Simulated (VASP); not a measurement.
# Os (Fd-3m) in VASP: a series of runs

The runs below take Os through relaxation of cell and atoms, with PBE.

All numbers are computed with VASP 6.6.1; they aren't measurements. Logs are shortened: lines on timing, memory, paths and dates and some standing lists are left out, and cuts for length are marked.

## 1. The cell of the first run

Symmetry: Fd-3m, No. 227, cubic system. The conventional cell has a = 4.697 Å, b = 4.697 Å, c = 4.697 Å, α = 90.00°, β = 90.00°, γ = 90.00°. Within 2.7 Å of Os (site symmetry -43m) lie 4 Os at 2.03 Å.

This isn't the form of Os at room conditions, which is hcp.

## 2. Relaxation of cell and atoms, PBE, target pressure 160 GPa, at which the enthalpy is minimised

INCAR reads:

```
SYSTEM = Os
ALGO = Normal
EDIFF = 1E-7
EDIFFG = -0.005
ENCUT = 600
GGA = PE
IBRION = 2
ISIF = 3
ISMEAR = -1
LASPH = .TRUE.
LCHARG = .FALSE.
LREAL = .FALSE.
LWAVE = .FALSE.
NELM = 80
NSW = 60
PREC = Accurate
PSTRESS = 1600.0
SIGMA = 0.1
```

KPOINTS reads:

```
k-points
0
G
  14 14 14
  0 0 0
```

POSCAR reads:

```
Os
1.0
    0.0000000000      2.3486811197      2.3486811197
    2.3486811197      0.0000000000      2.3486811197
    2.3486811197      2.3486811197      0.0000000000
Os
2
Direct
   -0.1250000000     -0.1250000000     -0.1250000000
    0.1250000000      0.1250000000      0.1250000000
```

Potentials or basis: VASP PAW PBE potentials, release 64 (Os).

The run is started by

```
$ cat potpaw_PBE.64/Os/POTCAR > POTCAR
$ mpirun -np 1 vasp_std > vasp.out
```

OUTCAR:

```text
SYSTEM = Os
   EDIFF = 1E-7
   EDIFFG = -0.005
   ENCUT = 600
   GGA = PE
   IBRION = 2
   ISIF = 3
   ISMEAR = -1
   LASPH = .TRUE.
   LREAL = .FALSE.
   NELM = 80
   NSW = 60
   PREC = Accurate
   PSTRESS = 1600.0

 ion  position               nearest neighbor table
   1  0.875  0.875  0.875-   2 2.03   2 2.03   2 2.03   2 2.03
   2  0.125  0.125  0.125-   1 2.03   1 2.03   1 2.03   1 2.03

  LATTYP: Found a face centered cubic cell.
 ALAT       =     4.6973622394

  Lattice vectors:

 A1 = (   0.0000000000,   2.3486811197,   2.3486811197)
 A2 = (   2.3486811197,   0.0000000000,   2.3486811197)
 A3 = (   2.3486811197,   2.3486811197,   0.0000000000)

Analysis of symmetry for initial positions (statically):
=====================================================================
 Subroutine PRICEL returns:
 Original cell was already a primitive cell.

 Routine SETGRP: Setting up the symmetry group for a
 face centered cubic supercell.

 Subroutine GETGRP returns: Found 48 space group operations
 (whereof 12 operations were pure point group operations)
 out of a pool of 48 trial point group operations.

The static configuration has the point symmetry D_3d.
 The point group associated with its full space group is O_h .

Analysis of symmetry for dynamics (positions and initial velocities):
=====================================================================
 Subroutine PRICEL returns:
 Original cell was already a primitive cell.

 Routine SETGRP: Setting up the symmetry group for a
 face centered cubic supercell.

 Subroutine GETGRP returns: Found 48 space group operations
 (whereof 12 operations were pure point group operations)
 out of a pool of 48 trial point group operations.

The dynamic configuration has the point symmetry D_3d.
 The point group associated with its full space group is O_h .

 Subroutine INISYM returns: Found 48 space group operations
 (whereof 12 operations are pure point group operations),
 and found     1 'primitive' translations

----------------------------------------------------------------------------------------

                                     Primitive cell

  volume of cell :      25.9121

  direct lattice vectors                    reciprocal lattice vectors
     0.000000000  2.348681120  2.348681120    -0.212885434  0.212885434  0.212885434
     2.348681120  0.000000000  2.348681120     0.212885434 -0.212885434  0.212885434
     2.348681120  2.348681120  0.000000000     0.212885434  0.212885434 -0.212885434

  length of vectors
     3.321536693  3.321536693  3.321536693     0.368728388  0.368728388  0.368728388

  position of ions in fractional coordinates (direct lattice)
     0.875000000  0.875000000  0.875000000
     0.125000000  0.125000000  0.125000000

  ion indices of the primitive-cell ions
   primitive index   ion index
                 1           1
                 2           2

----------------------------------------------------------------------------------------

 KPOINTS: k-points

Automatic generation of k-mesh.
 Grid dimensions read from file:
 generate k-points for:   14   14   14

 Generating k-lattice:

  Cartesian coordinates                     Fractional coordinates (reciprocal lattice)
    -0.015206102  0.015206102  0.015206102     0.071428571  0.000000000  0.000000000
     0.015206102 -0.015206102  0.015206102     0.000000000  0.071428571  0.000000000
     0.015206102  0.015206102 -0.015206102     0.000000000  0.000000000  0.071428571

  Length of vectors
     0.026337742  0.026337742  0.026337742

  Shift w.r.t. Gamma in fractional coordinates (k-lattice)
     0.000000000  0.000000000  0.000000000

 Subroutine IBZKPT returns following result:
 ===========================================

 Found    104 irreducible k-points:

 Following reciprocal coordinates:
            Coordinates               Weight
  0.000000  0.000000  0.000000      1.000000
  0.071429  0.000000  0.000000      8.000000
  0.142857  0.000000  0.000000      8.000000
  0.214286  0.000000  0.000000      8.000000
  0.285714  0.000000  0.000000      8.000000
  0.357143  0.000000  0.000000      8.000000
[... 16 lines left out ...]
  0.214286  0.142857  0.000000     24.000000
  0.285714  0.142857  0.000000     24.000000
 [... further k-points ...]
   k-points           NKPTS =    104   k-points in BZ     NKDIM =    104   number of bands    NBANDS=     12
   number of dos      NEDOS =    301   number of ions     NIONS =      2
   total plane-waves  NPLWV =  21952
   dimension x,y,z NGX =    28 NGY =   28 NGZ =   28
   dimension x,y,z NGXF=    56 NGYF=   56 NGZF=   56
   ions per type =               2
   NGX,Y,Z   is equivalent  to a cutoff of  14.01, 14.01, 14.01 a.u.
   NGXF,Y,Z  is equivalent  to a cutoff of  28.03, 28.03, 28.03 a.u.
 SYSTEM =  Os
   PREC   = accura    normal or accurate (medium, high low for compatibility)
   ISTART =      0    job   : 0-new  1-cont  2-samecut
   ICHARG =      2    charge: 1-file 2-atom 10-const
   ISPIN  =      1    spin polarized calculation?
   LNONCOLLINEAR =      F non collinear calculations
   LSORBIT =      F    spin-orbit coupling
   LASPH  =      T    aspherical Exc in radial PAW
   ENCUT  =  600.0 eV  44.10 Ry    6.64 a.u.   6.63  6.63  6.63*2*pi/ulx,y,z
   NELM   =     80;   NELMIN=  2; NELMDL= -5     # of ELM steps
   EDIFF  = 0.1E-06   stopping-criterion for ELM
   LREAL  =      F    real-space projection
   EDIFFG = -.5E-02   stopping-criterion for IOM
   NSW    =     60    number of steps for IOM
   IBRION =      2    ionic relax: 0-MD 1-quasi-New 2-CG
   NFREE  =      1    steps in history (QN), initial steepest desc. (CG)
   ISIF   =      3    stress and relaxation
   ISYM   =      2    0-nonsym 1-usesym 2-fastsym
   POTIM  = 0.5000    time-step for ionic-motion
   TEBEG  =    0.0;   TEEND  =   0.0 temperature during run
   PSTRESS= 1600.0 pullay stress
   NELECT =      16.0000    total number of electrons
   NUPDOWN=      -1.0000    fix difference up-down
   EMIN   =  10.00;   EMAX   =-10.00  energy-range for DOS
   EFERMI =   0.00;   METHOD = LEGACY
   ISMEAR =    -1;   SIGMA  =   0.10  broadening in eV -4-tet -1-fermi 0-gaus
   EFERMI_NEDOS =   21; number of points for ismear=-14 and -15
   IALGO  =     38    algorithm
   IMIX   =      4    mixing-type and parameters
     AMIX     =   0.40;   BMIX     =  1.00
     AMIX_MAG =   1.60;   BMIX_MAG =  1.00
  volume/ion in A,a.u.               =      12.96        87.43
  Fermi-wavevector in a.u.,A,eV,Ry     =   1.394058  2.634387 26.441522  1.943397
  Thomas-Fermi vector in A             =   2.517644
   LORBIT       =      0    0 simple, 1 ext, 2 COOP (PROOUT), +10 PAW based schemes
   GGA     = PE    functional components
   LHFCALC =     F    Hartree Fock is set to
   AEXX    =    0.0000 exact exchange contribution
   IVDW    =     0    specifies the selected vdW correction
   LEPSILON=     F    determine dielectric tensor
   LRPA    =     F    only Hartree local field effects (RPA)
 conjugate gradient relaxation of ions
 non-spin polarized calculation
  energy-cutoff  :      600.00
  volume of cell :       25.91
 maximum number of plane-waves:       893
   NGX = 13   NGY = 13   NGZ = 13

--------------------------------------- Ionic step        1  -------------------------------------------

 number of electron      15.9999999 magnetization

 Free energy of the ion-electron system (eV)
  ---------------------------------------------------
  ext. energy  EPLUGINS =         0.00000000
  ---------------------------------------------------
  free energy    TOTEN  =        -9.99772471 eV

  energy without entropy =       -9.96382995  energy(sigma->0) =       -9.98077733

 E-fermi :  11.0026     XC(G=0): -13.9843

 val. band max:       10.9901638842   @ k =   0.2857   0.1429   0.0000
 cond. band min:      11.0511576939   @ k =   0.4286   0.2857   0.0000
 fundamental gap:      0.0609938097
 Fermi energy:        11.0025930629

 k-point     1 :       0.0000    0.0000    0.0000
  band No.  band energies     occupation
      1      -0.0468      2.00000
      2       2.7875      2.00000
      3       2.7875      2.00000
      4       5.3809      2.00000
      5       5.3809      2.00000
      6       5.3809      2.00000
      7      10.1753      1.99949
      8      10.1753      1.99949
      9      10.1753      1.99949
     10      16.5193      0.00000
     11      16.5193      0.00000
     12      23.0079      0.00000
[... 971 lines left out ...]
  FREE ENERGIE OF THE ION-ELECTRON SYSTEM (eV)
  ---------------------------------------------------
  free  energy   TOTEN  =       -14.7155261054 eV

  energy  without entropy=      -14.6788380626  energy(sigma->0) =      -14.69718208

  enthalpy is  TOTEN    =        14.4538923878 eV   P V=       29.1694184932

--------------------------------------- Ionic step        8  -------------------------------------------

 number of electron      16.0000000 magnetization

 Free energy of the ion-electron system (eV)
  ---------------------------------------------------
  ext. energy  EPLUGINS =         0.00000000
  ---------------------------------------------------
  free energy    TOTEN  =       -15.31285713 eV

  energy without entropy =      -15.27564890  energy(sigma->0) =      -15.29425301

 E-fermi :   8.8746     XC(G=0): -13.1872

 val. band max:        8.8717175328   @ k =  -0.2143   0.1429   0.0000
 cond. band min:       8.8849950818   @ k =   0.2857   0.2143   0.0000
 fundamental gap:      0.0132775490
 Fermi energy:         8.8746483165

 k-point     1 :       0.0000    0.0000    0.0000
  band No.  band energies     occupation
      1      -1.1372      2.00000
      2       2.0406      2.00000
      3       2.0406      2.00000
      4       3.8869      2.00000
      5       3.8869      2.00000
      6       3.8869      2.00000
      7       8.1207      1.99894
      8       8.1207      1.99894
      9       8.1207      1.99894
     10      13.3992      0.00000
     11      13.3992      0.00000
     12      20.8913      0.00000
[... 367 lines left out ...]
 POSITION                                       TOTAL-FORCE (eV/Angst)
 -----------------------------------------------------------------------------------
      4.30531      4.30531      4.30531         0.000000     -0.000000     -0.000000
      0.61504      0.61504      0.61504        -0.000000      0.000000      0.000000
 -----------------------------------------------------------------------------------
    total drift:                                0.000000     -0.000000     -0.000000

  FREE ENERGIE OF THE ION-ELECTRON SYSTEM (eV)
  ---------------------------------------------------
  free  energy   TOTEN  =       -15.3128571331 eV

  energy  without entropy=      -15.2756488950  energy(sigma->0) =      -15.29425301

  enthalpy is  TOTEN    =        14.4269811444 eV   P V=       29.7398382774

 reached required accuracy - stopping structural energy minimisation
```

Run time: 4.2 min. Hardware: 1 thread of Oxide Virtual Turin-like, shared host; peak memory 0.16 GiB.

What came out:

```yaml
Free_energy: -15.3129 eV
Relaxed_volume: 14.89 Å³/atom
Relaxed_cell: a = 3.479 Å, b = 3.479 Å, c = 3.479 Å, α = 60.00°, β = 60.00°, γ = 60.00°
Space_group_after_relaxing_to_0.1_Å: Fd-3m (No. 227)
Energy_change_on_relaxing_the_run_minimises_the_enthalpy: -2657.6 meV/atom
Ionic_steps: 8
Pressure_after_relaxing: 160.0 GPa
Band_gap_on_the_k_mesh: zero (bands 8 and 9 overlap by 1.82 eV)
```

The path:
```csv
step,energy change (eV),largest force (eV/Å),pressure (GPa),volume (Å³)
1,0.0000,0.0000,292.15,25.91
2,-2.2888,0.0000,-23.15,90.20
3,-8.1826,0.0000,81.23,33.70
4,-5.6562,0.0000,151.12,30.13
5,-5.3108,0.0000,160.10,29.78
6,-5.3911,0.0000,158.02,29.86
7,-4.7178,0.0000,175.34,29.21
8,-5.3151,0.0000,159.99,29.78
```

Final structure:
```
Os
1.0
     0.00000    2.46018    2.46018
     2.46018    0.00000    2.46018
     2.46018    2.46018    0.00000
Os
2
Direct
  0.87500 0.87500 0.87500
  0.12500 0.12500 0.12500
```

Levels at points of the mesh, in eV from the Fermi level:
| k point | band 4 | band 5 | band 6 | band 7 | band 8 | band 9 | band 10 | band 11 | band 12 |
| --- | --- | --- | --- | --- | --- | --- | --- | --- | --- |
| (0.00, 0.00, 0.00) | -4.99 | -4.99 | -4.99 | -0.75 | -0.75 | -0.75 | 4.52 | 4.52 | 12.02 |
| (0.50, 0.00, 0.00) | -6.29 | -5.69 | -5.69 | -1.84 | 0.97 | 0.97 | 3.11 | 3.11 | 4.18 |
| (0.50, 0.50, 0.00) | -5.65 | -2.85 | -2.85 | -2.29 | -2.29 | 3.59 | 3.59 | 4.96 | 4.96 |

Caveat: the cell is relaxed towards a set pressure, so the run minimises the enthalpy, not the energy; spin-orbit coupling is left out, which moves the levels of the heavy elements.

## 3. Relaxation of cell and atoms, PBE, target pressure 160 GPa, at which the enthalpy is minimised

This run uses another cell than the first one, of 15.04 Å³/atom.

INCAR reads:

```
ALGO     = Normal         # electronic algorithm
EDIFF    = 1E-6           # SCF threshold, eV
EDIFFG   = -0.005         # ionic threshold
ENCUT    = 600            # plane-wave cutoff, eV
GGA      = PE             # functional
IBRION   = 2              # ionic algorithm
ISIF     = 3              # what is computed and relaxed
ISMEAR   = -1             # smearing method
LASPH    = True           # aspherical terms in the spheres
LCHARG   = False          # write CHGCAR
LREAL    = False          # projectors in reciprocal space
LWAVE    = False          # write WAVECAR
NELM     = 100            # most SCF steps
NSW      = 32             # ionic steps
PREC     = Accurate       # precision mode
PSTRESS  = 1600.0       
SIGMA    = 0.1            # smearing width, eV
```

KPOINTS reads:

```
k-points
0
Gamma
  14 14 14
```

POSCAR reads:

```
Os
1.0
    0.0000000000      2.4685576556      2.4685576556
    2.4685576556      0.0000000000      2.4685576556
    2.4685576556      2.4685576556      0.0000000000
Os
2
Direct
   -0.1250000000     -0.1250000000     -0.1250000000
    0.1250000000      0.1250000000      0.1250000000
```

Potentials or basis: VASP PAW PBE potentials, release 64 (Os).

The run is started by

```
$ cat potpaw_PBE.64/Os/POTCAR > POTCAR
$ mpirun -np 1 vasp_std > vasp.out
```

It took 97 s on 1 thread of Oxide Virtual Turin-like, shared host; peak memory 0.15 GiB.

It converged, with:

- Free energy: -15.3156 eV
- Relaxed volume: 14.89 Å³/atom
- Relaxed cell: a = 3.479 Å, b = 3.479 Å, c = 3.479 Å, α = 60.00°, β = 60.00°, γ = 60.00°
- Space group after relaxing (to 0.1 Å): Fd-3m (No. 227)
- Energy change on relaxing (the run minimises the enthalpy): +147.7 meV/atom
- Ionic steps: 4
- Pressure after relaxing: 160.0 GPa
- Band gap on the k mesh: zero (bands 8 and 9 overlap by 1.82 eV)

Step by step:
```
step  energy change (eV)  largest force (eV/Å)  pressure (GPa)  volume (Å³)
   1              0.0000                0.0000          152.29        30.09
   2              3.7176                0.0000          245.85        27.04
   3              0.2805                0.0000          159.59        29.80
   4              0.2953                0.0000          159.96        29.78
```

Final structure:
```cif
data_structure
_symmetry_space_group_name_H-M 'P 1'
_symmetry_Int_Tables_number 1
_cell_length_a 3.4793
_cell_length_b 3.4793
_cell_length_c 3.4793
_cell_angle_alpha 60.000
_cell_angle_beta 60.000
_cell_angle_gamma 60.000
_cell_volume 29.78
loop_
_atom_site_label
_atom_site_type_symbol
_atom_site_fract_x
_atom_site_fract_y
_atom_site_fract_z
_atom_site_occupancy
Os1 Os 0.87500 0.87500 0.87500 1
Os2 Os 0.12500 0.12500 0.12500 1
```

Levels at points of the mesh, in eV from the Fermi level:
| k point | band 4 | band 5 | band 6 | band 7 | band 8 | band 9 | band 10 | band 11 | band 12 |
| --- | --- | --- | --- | --- | --- | --- | --- | --- | --- |
| (0.00, 0.00, 0.00) | -4.99 | -4.99 | -4.99 | -0.75 | -0.75 | -0.75 | 4.52 | 4.52 | 12.02 |
| (0.50, 0.00, 0.00) | -6.29 | -5.69 | -5.69 | -1.84 | 0.97 | 0.97 | 3.11 | 3.11 | 4.18 |
| (0.50, 0.50, 0.00) | -5.65 | -2.85 | -2.85 | -2.29 | -2.29 | 3.59 | 3.59 | 4.96 | 4.96 |

Caveat: the cell is relaxed towards a set pressure, so the run minimises the enthalpy, not the energy; spin-orbit coupling is left out, which moves the levels of the heavy elements.
